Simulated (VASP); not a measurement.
# Bi (Im-3m) in VASP: single point with r2SCAN0

Aim: the single point of Bi with r2SCAN0.

Program: VASP 6.6.1. These are calculated values, not measurements. Logs are shortened: lines on timing, memory, paths and dates and some standing lists are left out, and cuts for length are marked.

**1. The cell of the first run**

Symmetry: Im-3m, No. 229, cubic system. The conventional cell has a = 3.967 Å, b = 3.967 Å, c = 3.967 Å, α = 90.00°, β = 90.00°, γ = 90.00°. Within 4.5 Å of Bi (site symmetry m-3m) lie 14 Bi at 3.44 to 3.97 Å.

This isn't the form of Bi at room conditions, which is rhombohedral.

**2. Single point, r2SCAN0**

POSCAR reads:

```
Bi
1.0
   -1.9836869804      1.9836869804      1.9836869804
    1.9836869804     -1.9836869804      1.9836869804
    1.9836869804      1.9836869804     -1.9836869804
Bi
1
Direct
    0.0000000000      0.0000000000      0.0000000000
```

INCAR.step1 reads:

```
PREC = Accurate ; ENCUT = 520
EDIFF = 1E-5 ; ISMEAR = -1
SIGMA = 0.1 ; LREAL = False
LASPH = True ; NELM = 60
ALGO = Normal ; ISIF = 2
LWAVE = True ; LCHARG = False
GGA = PE ; NBANDS = 14
```

INCAR.step2 reads:

```
PREC = Accurate ; ENCUT = 520
EDIFF = 1E-6 ; ISMEAR = -1
SIGMA = 0.1 ; LREAL = False
LASPH = True ; NELM = 60
ALGO = Normal ; ISIF = 2
LWAVE = False ; LCHARG = False
METAGGA = R2SCAN ; LHFCALC = True
AEXX = 0.25 ; LMIXTAU = True
PRECFOCK = Normal ; ISTART = 1
NBANDS = 14
```

KPOINTS reads:

```
Automatic mesh
0
Gamma
  6 6 6
```

Potentials or basis: VASP PAW PBE potentials, release 64 (Bi_d).

Launch:

```console
> cat potpaw_PBE.64/Bi_d/POTCAR > POTCAR
> cp INCAR.step1 INCAR
> mpirun -np 1 vasp_std > vasp.out
> cp INCAR.step2 INCAR
> mpirun -np 1 vasp_std > vasp.out
```

OUTCAR:

```text
PREC = Accurate
   ENCUT = 520
   EDIFF = 1E-6
   ISMEAR = -1
   LREAL = False
   LASPH = True
   NELM = 60
   ISIF = 2
   METAGGA = R2SCAN
   LHFCALC = True
   AEXX = 0.25
   PRECFOCK = Normal
   ISTART = 1

 ion  position               nearest neighbor table
   1  0.000  0.000  0.000-

  LATTYP: Found a body centered cubic cell.
 ALAT       =     3.9673739608

  Lattice vectors:

 A1 = (  -1.9836869804,   1.9836869804,   1.9836869804)
 A2 = (   1.9836869804,  -1.9836869804,   1.9836869804)
 A3 = (   1.9836869804,   1.9836869804,  -1.9836869804)

Analysis of symmetry for initial positions (statically):
=====================================================================
 Subroutine PRICEL returns:
 Original cell was already a primitive cell.

 Routine SETGRP: Setting up the symmetry group for a
 body centered cubic supercell.

 Subroutine GETGRP returns: Found 48 space group operations
 (whereof 48 operations were pure point group operations)
 out of a pool of 48 trial point group operations.

The static configuration has the point symmetry O_h .

Analysis of symmetry for dynamics (positions and initial velocities):
=====================================================================
 Subroutine PRICEL returns:
 Original cell was already a primitive cell.

 Routine SETGRP: Setting up the symmetry group for a
 body centered cubic supercell.

 Subroutine GETGRP returns: Found 48 space group operations
 (whereof 48 operations were pure point group operations)
 out of a pool of 48 trial point group operations.

The dynamic configuration has the point symmetry O_h .

 Subroutine INISYM returns: Found 48 space group operations
 (whereof 48 operations are pure point group operations),
 and found     1 'primitive' translations

----------------------------------------------------------------------------------------

                                     Primitive cell

  volume of cell :      31.2233

  direct lattice vectors                    reciprocal lattice vectors
    -1.983686980  1.983686980  1.983686980     0.000000000  0.252055896  0.252055896
     1.983686980 -1.983686980  1.983686980     0.252055896  0.000000000  0.252055896
     1.983686980  1.983686980 -1.983686980     0.252055896  0.252055896  0.000000000

  length of vectors
     3.435846636  3.435846636  3.435846636     0.356460867  0.356460867  0.356460867

  position of ions in fractional coordinates (direct lattice)
     0.000000000  0.000000000  0.000000000

  ion indices of the primitive-cell ions
   primitive index   ion index
                 1           1

----------------------------------------------------------------------------------------

 KPOINTS: Automatic mesh

Automatic generation of k-mesh.
 Grid dimensions read from file:
 generate k-points for:    6    6    6

 Generating k-lattice:

  Cartesian coordinates                     Fractional coordinates (reciprocal lattice)
     0.000000000  0.042009316  0.042009316     0.166666667  0.000000000  0.000000000
     0.042009316  0.000000000  0.042009316     0.000000000  0.166666667  0.000000000
     0.042009316  0.042009316  0.000000000     0.000000000  0.000000000  0.166666667

  Length of vectors
     0.059410145  0.059410145  0.059410145

  Shift w.r.t. Gamma in fractional coordinates (k-lattice)
     0.000000000  0.000000000  0.000000000

 Subroutine IBZKPT returns following result:
 ===========================================

 Found     16 irreducible k-points:

 Following reciprocal coordinates:
            Coordinates               Weight
  0.000000  0.000000  0.000000      1.000000
  0.166667  0.000000  0.000000     12.000000
  0.333333  0.000000  0.000000     12.000000
  0.500000  0.000000  0.000000      6.000000
  0.166667  0.166667  0.000000     24.000000
  0.333333  0.166667 -0.000000     48.000000
[... 8 lines left out ...]
  0.500000  0.500000  0.333333     12.000000
  0.500000  0.500000  0.500000      1.000000
   k-points           NKPTS =     16   k-points in BZ     NKDIM =    216   number of bands    NBANDS=     14
   number of dos      NEDOS =    301   number of ions     NIONS =      1
   total plane-waves  NPLWV =  21952
   dimension x,y,z NGX =    28 NGY =   28 NGZ =   28
   dimension x,y,z NGXF=    56 NGYF=   56 NGZF=   56
   ions per type =               1
   NGX,Y,Z   is equivalent  to a cutoff of  13.55, 13.55, 13.55 a.u.
   NGXF,Y,Z  is equivalent  to a cutoff of  27.10, 27.10, 27.10 a.u.
 SYSTEM =  unknown system
   PREC   = accura    normal or accurate (medium, high low for compatibility)
   ISTART =      1    job   : 0-new  1-cont  2-samecut
   ICHARG =      0    charge: 1-file 2-atom 10-const
   ISPIN  =      1    spin polarized calculation?
   LNONCOLLINEAR =      F non collinear calculations
   LSORBIT =      F    spin-orbit coupling
   LASPH  =      T    aspherical Exc in radial PAW
   ENCUT  =  520.0 eV  38.22 Ry    6.18 a.u.   6.39  6.39  6.39*2*pi/ulx,y,z
   NELM   =     60;   NELMIN=  2; NELMDL=  0     # of ELM steps
   EDIFF  = 0.1E-05   stopping-criterion for ELM
   LREAL  =      F    real-space projection
   EDIFFG = 0.1E-04   stopping-criterion for IOM
   NSW    =      0    number of steps for IOM
   IBRION =     -1    ionic relax: 0-MD 1-quasi-New 2-CG
   NFREE  =      0    steps in history (QN), initial steepest desc. (CG)
   ISIF   =      2    stress and relaxation
   ISYM   =      3    0-nonsym 1-usesym 2-fastsym
   POTIM  = 0.5000    time-step for ionic-motion
   TEBEG  =    0.0;   TEEND  =   0.0 temperature during run
   PSTRESS=    0.0 pullay stress
   NELECT =      15.0000    total number of electrons
   NUPDOWN=      -1.0000    fix difference up-down
   EMIN   =  10.00;   EMAX   =-10.00  energy-range for DOS
   EFERMI =   0.00;   METHOD = LEGACY
   ISMEAR =    -1;   SIGMA  =   0.10  broadening in eV -4-tet -1-fermi 0-gaus
   EFERMI_NEDOS =   21; number of points for ismear=-14 and -15
   IALGO  =     38    algorithm
   IMIX   =      1    mixing-type and parameters
     AMIX     =   0.40;   BMIX     =  1.00
     AMIX_MAG =   1.60;   BMIX_MAG =  1.00
  volume/ion in A,a.u.               =      31.22       210.71
  Fermi-wavevector in a.u.,A,eV,Ry     =   1.282170  2.422949 22.367415  1.643959
  Thomas-Fermi vector in A             =   2.414497
   LORBIT       =      0    0 simple, 1 ext, 2 COOP (PROOUT), +10 PAW based schemes
   METAGGA = R2SCAN    functional components
   LHFCALC =     T    Hartree Fock is set to
   PRECFOCK=normal    Normal, Fast or Accurate (Low or Medium for compatibility)
   ENCUT4O =  -1.0   cutoff for four orbital integrals eV
   NKREDX  =     1    reduce k-point grid by
   NKREDY  =     1    reduce k-point grid by
   NKREDZ  =     1    reduce k-point grid by
   AEXX    =    0.2500 exact exchange contribution
   HFSCREEN=    0.0000 screening length (either q_TF or 0.3 A-1)
   HFSCREENC=   0.0000 screening length for correlation (either q_TF or 0.3 A-1)
   ENCUTFOCK=  -1.0 apply spherical cutoff to Coloumb kernel
   IVDW    =     0    specifies the selected vdW correction
   LEPSILON=     F    determine dielectric tensor
   LRPA    =     F    only Hartree local field effects (RPA)
 non-spin polarized calculation
  energy-cutoff  :      520.00
  volume of cell :       31.22
 maximum number of plane-waves:       887
 NGX is ok and might be reduce to    28
  NGX = 20; NGY = 20; NGZ = 20

 number of electron      14.9999995 magnetization

 Free energy of the ion-electron system (eV)
  ---------------------------------------------------
  ext. energy  EPLUGINS =         0.00000000
  ---------------------------------------------------
  free energy    TOTEN  =       -46.16547554 eV

  energy without entropy =      -46.15107576  energy(sigma->0) =      -46.15827565

 E-fermi :   7.3454     XC(G=0):  -8.6359

 val. band max:        7.0948519606   @ k =   0.3333   0.1667  -0.0000
 cond. band min:       7.6329139055   @ k =   0.3333   0.1667   0.1667
 fundamental gap:      0.5380619448
 Fermi energy:         7.3453986530

 k-point     1 :       0.0000    0.0000    0.0000
  band No.  band energies     occupation
      1     -18.3521      2.00000
      2     -18.3521      2.00000
      3     -18.3521      2.00000
      4     -18.2035      2.00000
      5     -18.2035      2.00000
      6      -8.0897      2.00000
      7      13.9950      0.00000
      8      13.9950      0.00000
      9      13.9950      0.00000
     10      18.6599      0.00000
     11      19.9527      0.00000
     12      19.9527      0.00000
     13      19.9527      0.00000
     14      20.8738      0.00000

 k-point     2 :       0.1667    0.0000    0.0000
  band No.  band energies     occupation
      1     -18.3636      2.00000
      2     -18.3347      2.00000
      3     -18.2935      2.00000
      4     -18.2160      2.00000
      5     -18.2068      2.00000
      6      -7.5070      2.00000
      7       9.8922      0.00000
      8      12.5255      0.00000
      9      13.5347      0.00000
     10      17.2151      0.00000
     11      18.1792      0.00000
     12      19.6392      0.00000
     13      20.9365      0.00000
     14      23.0218      0.00000

 k-point     3 :       0.3333    0.0000    0.0000
  band No.  band energies     occupation
      1     -18.3868      2.00000
      2     -18.3213      2.00000
      3     -18.2227      2.00000
      4     -18.2134      2.00000
      5     -18.1737      2.00000
      6      -5.8761      2.00000
      7       4.1349      2.00000
      8      10.5634      0.00000
      9      12.6280      0.00000
     10      15.4813      0.00000
     11      16.8988      0.00000
     12      20.7196      0.00000
     13      22.2805      0.00000
     14      26.8381      0.00000

 k-point     4 :       0.5000    0.0000    0.0000
  band No.  band energies     occupation
      1     -18.3984      2.00000
      2     -18.3287      2.00000
      3     -18.2167      2.00000
      4     -18.2133      2.00000
      5     -18.1127      2.00000
      6      -4.4492      2.00000
      7       1.3755      2.00000
      8       9.7860      0.00000
      9      12.2117      0.00000
     10      14.9282      0.00000
     11      16.4710      0.00000
     12      22.0525      0.00000
     13      23.3822      0.00000
     14      26.1111      0.00000

 k-point     5 :       0.1667    0.1667    0.0000
  band No.  band energies     occupation
      1     -18.3634      2.00000
      2     -18.3248      2.00000
      3     -18.2289      2.00000
      4     -18.2191      2.00000
      5     -18.2063      2.00000
      6      -6.3890      2.00000
      7       6.0566      1.99999
      8       9.7393      0.00000
      9      12.1579      0.00000
     10      17.2318      0.00000
     11      18.1444      0.00000
[... 140 lines left out ...]
 k-point    14 :      -0.3333    0.3333    0.3333
  band No.  band energies     occupation
      1     -18.3235      2.00000
      2     -18.2930      2.00000
      3     -18.2021      2.00000
      4     -18.2021      2.00000
      5     -18.1890      2.00000
      6      -3.8992      2.00000
      7       5.2403      2.00000
      8       6.6428      1.99822
      9       6.6428      1.99822
     10      13.1863      0.00000
     11      17.4567      0.00000
     12      23.3302      0.00000
     13      23.5061      0.00000
     14      23.5061      0.00000

 k-point    15 :       0.5000    0.5000    0.3333
  band No.  band energies     occupation
      1     -18.3403      2.00000
      2     -18.3288      2.00000
      3     -18.2030      2.00000
      4     -18.1704      2.00000
      5     -18.1303      2.00000
      6      -2.7517      2.00000
      7       3.7327      2.00000
      8       5.8709      2.00000
      9       6.6434      1.99821
     10      13.5289      0.00000
     11      14.5499      0.00000
     12      22.8956      0.00000
     13      23.3730      0.00000
     14      26.9307      0.00000

 k-point    16 :       0.5000    0.5000    0.5000
  band No.  band energies     occupation
      1     -18.3650      2.00000
      2     -18.3650      2.00000
      3     -18.1361      2.00000
      4     -18.1361      2.00000
      5     -18.1361      2.00000
      6      -1.8400      2.00000
      7       5.0894      2.00000
      8       5.0894      2.00000
      9       5.0894      2.00000
     10      12.2231      0.00000
     11      12.2231      0.00000
     12      25.2292      0.00000
     13      27.6528      0.00000
     14      27.6528      0.00000

------------------------ aborting loop because EDIFF is reached ----------------------------------------

  FORCE on cell =-STRESS in cart. coord.  units (eV):
  Direction    XX          YY          ZZ          XY          YZ          ZX
  --------------------------------------------------------------------------------------
  -------------------------------------------------------------------------------------
  Total       -0.2146214     -0.2146214     -0.2146214      0.0000000     -0.0000000      0.0000000
  in kB      -11.0129618    -11.0129618    -11.0129618      0.0000000     -0.0000000      0.0000000
  external PRESSURE =     -11.0129618 kB  Pullay stress =       0.0000000 kB

 VOLUME and BASIS-vectors are now :
 -----------------------------------------------------------------------------
  energy-cutoff  :      520.00
  volume of cell :       31.22
      direct lattice vectors                 reciprocal lattice vectors
    -1.983686980  1.983686980  1.983686980     0.000000000  0.252055896  0.252055896
     1.983686980 -1.983686980  1.983686980     0.252055896  0.000000000  0.252055896
     1.983686980  1.983686980 -1.983686980     0.252055896  0.252055896  0.000000000

 POSITION                                       TOTAL-FORCE (eV/Angst)
 -----------------------------------------------------------------------------------
      0.00000      0.00000      0.00000        -0.000000     -0.000000      0.000000
 -----------------------------------------------------------------------------------
    total drift:                               -0.000001      0.000001     -0.000001

  FREE ENERGIE OF THE ION-ELECTRON SYSTEM (eV)
  ---------------------------------------------------
  free  energy   TOTEN  =       -46.1654755434 eV

  energy  without entropy=      -46.1510757617  energy(sigma->0) =      -46.15827565
```

Run time: 41 min. Hardware: 1 thread of Oxide Virtual Turin-like, shared host; peak memory 0.14 GiB.

What came out:

* Free energy: -46.1655 eV
* Pressure: -1.1 GPa
* Band gap on the k mesh: zero (an odd number of electrons rules out a gap without spin polarisation)

Caveat: the k points lie up to 0.37 Å⁻¹ apart, too coarse for converged energies and pressures of a metal; the PAW data sets were made with another functional, which shifts forces and pressure a little; spin-orbit coupling is left out, which moves the levels of the heavy elements.
